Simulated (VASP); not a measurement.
Set up this calculation in VASP 6.6.1, as the native input.

```
Task                   : single point
Functional             : PBEsol
Potentials or basis    : VASP PAW PBE potentials, release 64 (Ni, O)
Cutoff                 : 520 eV
k mesh                 : 12 × 12 × 6
Occupations            : gaussian, width 0.05 eV
Spin                   : no spin polarisation
Dipole correction      : no
Further INCAR settings : ALGO = Normal; EDIFF = 1e-06; NBANDS = 18
```

The structure of NiO2 lies in POSCAR:

```
NiO2
1.0
    2.7656549825      0.0000000000      0.0000000000
   -1.3828274913      2.3951274729      0.0000000000
    0.0000000000      0.0000000000      5.0387468126
Ni O
1 2
Direct
    0.0000000000      0.0000000000      0.5000000000
    0.6666666667      0.3333333333      0.6499533987
    0.3333333333      0.6666666667      0.3500466013
```

This cell differs from its parent crystal: c/a of the conventional cell at fixed volume 1.8219.

One way to write it, as run:

INCAR

```
SYSTEM = NiO2
ALGO = Normal
EDIFF = 1E-6
ENCUT = 520
GGA = PS
ISIF = 2
ISMEAR = 0
LASPH = .TRUE.
LCHARG = .FALSE.
LREAL = .FALSE.
LWAVE = .FALSE.
NBANDS = 18
NELM = 100
PREC = Accurate
SIGMA = 0.05
```

KPOINTS

```
k-points
0
G
  12 12 6
  0 0 0
```

Potentials or basis: VASP PAW PBE potentials, release 64 (Ni, O).

The run is started by

```console
$ cat potpaw_PBE.64/Ni/POTCAR potpaw_PBE.64/O/POTCAR > POTCAR
$ mpirun -np 1 vasp_std > vasp.out
```

It gave:

The pressure is 34.4 GPa and the largest force is 4.284 eV/Å. The band gap on the k mesh is 1.00 eV, indirect (least direct gap 1.53 eV).

Caveat: the PAW data sets were made with another functional, which shifts forces and pressure a little.

It took 31 s on 1 thread of Intel(R) Xeon(R) Platinum 8488C (Sapphire Rapids) (shared host), peak memory 0.19 GiB.
